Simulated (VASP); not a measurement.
# Be2Te (P4_2/mnm) in VASP: single point with PBE

Aim: the single point of Be2Te with PBE.

Everything below comes from runs of VASP 6.6.1. Logs are shortened: lines on timing, memory, paths and dates and some standing lists are left out, and cuts for length are marked.

## (1) The cell of the first run

The structure is tetragonal, space group P4_2/mnm (No. 136). Conventional cell: a = 5.413 Å, b = 5.413 Å, c = 3.487 Å, α = 90.00°, β = 90.00°, γ = 90.00°. Within 3.0 Å of Be (site symmetry m2m) lie 3 Te at 2.29 to 2.34 Å and 1 Be at 2.97 Å. Within 3.0 Å of Te (site symmetry mmm) lie 6 Be at 2.29 to 2.34 Å.

## (2) Single point, PBE

INCAR reads:

```
PREC     = Accurate       # precision mode
ENCUT    = 600            # plane-wave cutoff, eV
EDIFF    = 1E-6           # SCF threshold, eV
ISMEAR   = 0              # smearing method
SIGMA    = 0.1            # smearing width, eV
LREAL    = F              # projectors in reciprocal space
LASPH    = T              # aspherical terms in the spheres
NELM     = 120            # most SCF steps
ALGO     = Normal         # electronic algorithm
ISIF     = 2              # what is computed and relaxed
LWAVE    = F              # write WAVECAR
LCHARG   = F              # write CHGCAR
GGA      = PE             # functional
NBANDS   = 19             # bands
GGA_COMPAT= F
```

KPOINTS reads:

```
Automatic mesh
0
Gamma
  4 4 6
```

POSCAR reads:

```
Be2Te
1.0
    5.4134036049      0.0000000000      0.0000000000
    0.0000000000      5.4134036049      0.0000000000
    0.0000000000      0.0000000000      3.4867786824
Be Te
4 2
Direct
    0.3060000000      0.3060000000      0.0000000000
    0.1940000000      0.8060000000      0.5000000000
    0.6940000000      0.6940000000      0.0000000000
    0.8060000000      0.1940000000      0.5000000000
    0.0000000000      0.0000000000      0.0000000000
    0.5000000000      0.5000000000      0.5000000000
```

Potentials or basis: VASP PAW PBE potentials, release 64 (Be, Te).

On the command line:

```sh
cat potpaw_PBE.64/Be/POTCAR potpaw_PBE.64/Te/POTCAR > POTCAR
mpirun -np 1 vasp_std > vasp.out
```

OUTCAR:

```text
PREC = Accurate
   ENCUT = 600
   EDIFF = 1E-6
   ISMEAR = 0
   LREAL = F
   LASPH = T
   NELM = 120
   ISIF = 2
   GGA = PE

 ion  position               nearest neighbor table
   1  0.306  0.306  0.000-   6 2.29   6 2.29   5 2.34
   2  0.194  0.806  0.500-   5 2.29   5 2.29   6 2.34
   3  0.694  0.694  0.000-   6 2.29   6 2.29   5 2.34
   4  0.806  0.194  0.500-   5 2.29   5 2.29   6 2.34
   5  0.000  0.000  0.000-   2 2.29   4 2.29   2 2.29   4 2.29   3 2.34   1 2.34
   6  0.500  0.500  0.500-   1 2.29   3 2.29   1 2.29   3 2.29   2 2.34   4 2.34

  LATTYP: Found a simple tetragonal cell.
 ALAT       =     5.4134036049
 C/A-ratio  =     0.6441010013

  Lattice vectors:

 A1 = (   5.4134036049,   0.0000000000,   0.0000000000)
 A2 = (   0.0000000000,   5.4134036049,   0.0000000000)
 A3 = (   0.0000000000,   0.0000000000,   3.4867786824)

Analysis of symmetry for initial positions (statically):
=====================================================================
 Subroutine PRICEL returns:
 Original cell was already a primitive cell.

 Routine SETGRP: Setting up the symmetry group for a
 simple tetragonal supercell.

 Subroutine GETGRP returns: Found 16 space group operations
 (whereof  8 operations were pure point group operations)
 out of a pool of 16 trial point group operations.

The static configuration has the point symmetry D_2h.
 The point group associated with its full space group is D_4h.

Analysis of symmetry for dynamics (positions and initial velocities):
=====================================================================
 Subroutine PRICEL returns:
 Original cell was already a primitive cell.

 Routine SETGRP: Setting up the symmetry group for a
 simple tetragonal supercell.

 Subroutine GETGRP returns: Found 16 space group operations
 (whereof  8 operations were pure point group operations)
 out of a pool of 16 trial point group operations.

The dynamic configuration has the point symmetry D_2h.
 The point group associated with its full space group is D_4h.

 Subroutine INISYM returns: Found 16 space group operations
 (whereof  8 operations are pure point group operations),
 and found     1 'primitive' translations

----------------------------------------------------------------------------------------

                                     Primitive cell

  volume of cell :     102.1798

  direct lattice vectors                    reciprocal lattice vectors
     5.413403605  0.000000000  0.000000000     0.184726666  0.000000000  0.000000000
     0.000000000  5.413403605  0.000000000     0.000000000  0.184726666  0.000000000
     0.000000000  0.000000000  3.486778682     0.000000000  0.000000000  0.286797669

  length of vectors
     5.413403605  5.413403605  3.486778682     0.184726666  0.184726666  0.286797669

  position of ions in fractional coordinates (direct lattice)
     0.306000000  0.306000000  0.000000000
     0.194000000  0.806000000  0.500000000
     0.694000000  0.694000000  0.000000000
     0.806000000  0.194000000  0.500000000
     0.000000000  0.000000000  0.000000000
     0.500000000  0.500000000  0.500000000

  ion indices of the primitive-cell ions
   primitive index   ion index
                 1           1
                 2           2
                 3           3
                 4           4
                 5           5
                 6           6

----------------------------------------------------------------------------------------

 KPOINTS: Automatic mesh

Automatic generation of k-mesh.
 Grid dimensions read from file:
 generate k-points for:    4    4    6

 Generating k-lattice:

  Cartesian coordinates                     Fractional coordinates (reciprocal lattice)
     0.046181667  0.000000000  0.000000000     0.250000000  0.000000000  0.000000000
     0.000000000  0.046181667  0.000000000     0.000000000  0.250000000  0.000000000
     0.000000000  0.000000000  0.047799612     0.000000000  0.000000000  0.166666667

  Length of vectors
     0.046181667  0.046181667  0.047799612

  Shift w.r.t. Gamma in fractional coordinates (k-lattice)
     0.000000000  0.000000000  0.000000000

 Subroutine IBZKPT returns following result:
 ===========================================

 Found     24 irreducible k-points:

 Following reciprocal coordinates:
            Coordinates               Weight
  0.000000  0.000000  0.000000      1.000000
  0.250000  0.000000  0.000000      4.000000
  0.500000  0.000000  0.000000      2.000000
  0.250000  0.250000  0.000000      4.000000
  0.500000  0.250000  0.000000      4.000000
  0.500000  0.500000  0.000000      1.000000
[... 16 lines left out ...]
  0.500000  0.250000  0.500000      4.000000
  0.500000  0.500000  0.500000      1.000000
   k-points           NKPTS =     24   k-points in BZ     NKDIM =     24   number of bands    NBANDS=     19
   number of dos      NEDOS =    301   number of ions     NIONS =      6
   total plane-waves  NPLWV =  64512
   dimension x,y,z NGX =    48 NGY =   48 NGZ =   28
   dimension x,y,z NGXF=    96 NGYF=   96 NGZF=   56
   ions per type =               4   2
   NGX,Y,Z   is equivalent  to a cutoff of  14.74, 14.74, 13.35 a.u.
   NGXF,Y,Z  is equivalent  to a cutoff of  29.48, 29.48, 26.70 a.u.
 SYSTEM =  unknown system
   PREC   = accura    normal or accurate (medium, high low for compatibility)
   ISTART =      0    job   : 0-new  1-cont  2-samecut
   ICHARG =      2    charge: 1-file 2-atom 10-const
   ISPIN  =      1    spin polarized calculation?
   LNONCOLLINEAR =      F non collinear calculations
   LSORBIT =      F    spin-orbit coupling
   LASPH  =      T    aspherical Exc in radial PAW
   ENCUT  =  600.0 eV  44.10 Ry    6.64 a.u.  10.81 10.81  6.96*2*pi/ulx,y,z
   NELM   =    120;   NELMIN=  2; NELMDL= -5     # of ELM steps
   EDIFF  = 0.1E-05   stopping-criterion for ELM
   LREAL  =      F    real-space projection
   EDIFFG = 0.1E-04   stopping-criterion for IOM
   NSW    =      0    number of steps for IOM
   IBRION =     -1    ionic relax: 0-MD 1-quasi-New 2-CG
   NFREE  =      0    steps in history (QN), initial steepest desc. (CG)
   ISIF   =      2    stress and relaxation
   ISYM   =      2    0-nonsym 1-usesym 2-fastsym
   POTIM  = 0.5000    time-step for ionic-motion
   TEBEG  =    0.0;   TEEND  =   0.0 temperature during run
   PSTRESS=    0.0 pullay stress
   NELECT =      20.0000    total number of electrons
   NUPDOWN=      -1.0000    fix difference up-down
   EMIN   =  10.00;   EMAX   =-10.00  energy-range for DOS
   EFERMI =   0.00;   METHOD = LEGACY
   ISMEAR =     0;   SIGMA  =   0.10  broadening in eV -4-tet -1-fermi 0-gaus
   EFERMI_NEDOS =   21; number of points for ismear=-14 and -15
   IALGO  =     38    algorithm
   IMIX   =      4    mixing-type and parameters
     AMIX     =   0.40;   BMIX     =  1.00
     AMIX_MAG =   1.60;   BMIX_MAG =  1.00
  volume/ion in A,a.u.               =      17.03       114.92
  Fermi-wavevector in a.u.,A,eV,Ry     =   0.950524  1.796230 12.292808  0.903496
  Thomas-Fermi vector in A             =   2.078909
   LORBIT       =      0    0 simple, 1 ext, 2 COOP (PROOUT), +10 PAW based schemes
   GGA     = PE    functional components
   LHFCALC =     F    Hartree Fock is set to
   AEXX    =    0.0000 exact exchange contribution
   IVDW    =     0    specifies the selected vdW correction
   LEPSILON=     F    determine dielectric tensor
   LRPA    =     F    only Hartree local field effects (RPA)
 non-spin polarized calculation
 Gauss-broadening in eV      SIGMA  =   0.10
  energy-cutoff  :      600.00
  volume of cell :      102.18
 maximum number of plane-waves:      3438
 NGX is ok and might be reduce to    48
   NGX = 21   NGY = 21   NGZ = 13

 number of electron      19.9999999 magnetization

 Free energy of the ion-electron system (eV)
  ---------------------------------------------------
  ext. energy  EPLUGINS =         0.00000000
  ---------------------------------------------------
  free energy    TOTEN  =       -13.68484534 eV

  energy without entropy =      -13.66967007  energy(sigma->0) =      -13.67725770

 E-fermi :   7.2420     XC(G=0):  -9.5612

 val. band max:        7.2250002936   @ k =   0.5000   0.5000   0.0000
 cond. band min:       7.2634117950   @ k =   0.2500   0.2500   0.3333
 fundamental gap:      0.0384115014
 Fermi energy:         7.2419728215

 k-point     1 :       0.0000    0.0000    0.0000
  band No.  band energies     occupation
      1      -7.7988      2.00000
      2      -6.7844      2.00000
      3      -0.0982      2.00000
      4      -0.0982      2.00000
      5       2.2760      2.00000
      6       2.2760      2.00000
[... 11 lines left out ...]
     18      13.0160      0.00000
     19      13.5574      0.00000

 k-point     2 :       0.2500    0.0000    0.0000
  band No.  band energies     occupation
      1      -7.6620      2.00000
      2      -6.9440      2.00000
      3      -0.0380      2.00000
      4       0.1215      2.00000
      5       1.5135      2.00000
      6       1.7409      2.00000
[... 11 lines left out ...]
     18      12.4598      0.00000
     19      13.2226      0.00000

 k-point     3 :       0.5000    0.0000    0.0000
  band No.  band energies     occupation
      1      -7.3148      2.00000
      2      -7.3148      2.00000
      3       0.3771      2.00000
      4       0.3771      2.00000
      5       0.9027      2.00000
      6       0.9027      2.00000
[... 11 lines left out ...]
     18      11.4917      0.00000
     19      11.8928      0.00000

 k-point     4 :       0.2500    0.2500    0.0000
  band No.  band energies     occupation
      1      -7.5506      2.00000
      2      -7.0371      2.00000
      3      -0.6285      2.00000
      4       0.2296      2.00000
      5       1.1514      2.00000
      6       2.5522      2.00000
[... 407 lines left out ...]
     18      12.6375      0.00000
     19      13.3737      0.00000

 k-point    23 :       0.5000    0.2500    0.5000
  band No.  band energies     occupation
      1      -5.9574      2.00000
      2      -5.9574      2.00000
      3      -1.2587      2.00000
      4      -1.2587      2.00000
      5       1.5546      2.00000
      6       1.5546      2.00000
[... 11 lines left out ...]
     18      11.8736      0.00000
     19      12.9836      0.00000

 k-point    24 :       0.5000    0.5000    0.5000
  band No.  band energies     occupation
      1      -5.9373      2.00000
      2      -5.9373      2.00000
      3      -1.1415      2.00000
      4      -1.1415      2.00000
      5       1.2046      2.00000
      6       1.2046      2.00000
[... 11 lines left out ...]
     18      11.1984      0.00000
     19      13.4054      0.00000

------------------------ aborting loop because EDIFF is reached ----------------------------------------

  FORCE on cell =-STRESS in cart. coord.  units (eV):
  Direction    XX          YY          ZZ          XY          YZ          ZX
  --------------------------------------------------------------------------------------
  -------------------------------------------------------------------------------------
  Total        7.9895064      7.9895064     16.0636498     -0.0000000      0.0000000      0.0000000
  in kB      125.2752659    125.2752659    251.8776387     -0.0000000      0.0000000      0.0000000
  external PRESSURE =     167.4760568 kB  Pullay stress =       0.0000000 kB

 VOLUME and BASIS-vectors are now :
 -----------------------------------------------------------------------------
  energy-cutoff  :      600.00
  volume of cell :      102.18
      direct lattice vectors                 reciprocal lattice vectors
     5.413403605  0.000000000  0.000000000     0.184726666  0.000000000  0.000000000
     0.000000000  5.413403605  0.000000000     0.000000000  0.184726666  0.000000000
     0.000000000  0.000000000  3.486778682     0.000000000  0.000000000  0.286797669

 POSITION                                       TOTAL-FORCE (eV/Angst)
 -----------------------------------------------------------------------------------
      1.65650      1.65650      0.00000        -0.683901     -0.683901      0.000000
      1.05020      4.36320      1.74339         0.683901     -0.683901      0.000000
      3.75690      3.75690      0.00000         0.683901      0.683901      0.000000
      4.36320      1.05020      1.74339        -0.683901      0.683901      0.000000
      0.00000      0.00000      0.00000        -0.000000      0.000000      0.000000
      2.70670      2.70670      1.74339        -0.000000      0.000000      0.000000
 -----------------------------------------------------------------------------------
    total drift:                               -0.000000     -0.000000      0.000000

  FREE ENERGIE OF THE ION-ELECTRON SYSTEM (eV)
  ---------------------------------------------------
  free  energy   TOTEN  =       -13.6848453384 eV

  energy  without entropy=      -13.6696700665  energy(sigma->0) =      -13.67725770
```

Wall time 67 s (1 thread of Intel Xeon 8259CL, shared host); peak memory 0.26 GiB.

Results:

* Free energy: -13.6848 eV
* Pressure: 16.7 GPa
* Largest force: 0.967 eV/Å
* Band gap on the k mesh: zero (bands 10 and 11 overlap by 1.42 eV)

Forces on the atoms (eV/Å):
```
Be  -0.684 -0.684  0.000
Be   0.684 -0.684  0.000
Be   0.684  0.684  0.000
Be  -0.684  0.684  0.000
Te   0.000  0.000  0.000
Te   0.000  0.000  0.000
```

Stress tensor (GPa, compression positive):
```
12.53  0.00  0.00
 0.00 12.53  0.00
 0.00  0.00 25.19
```

Caveat: the cell stands under pressure; spin-orbit coupling is left out, which moves the levels of the heavy elements.
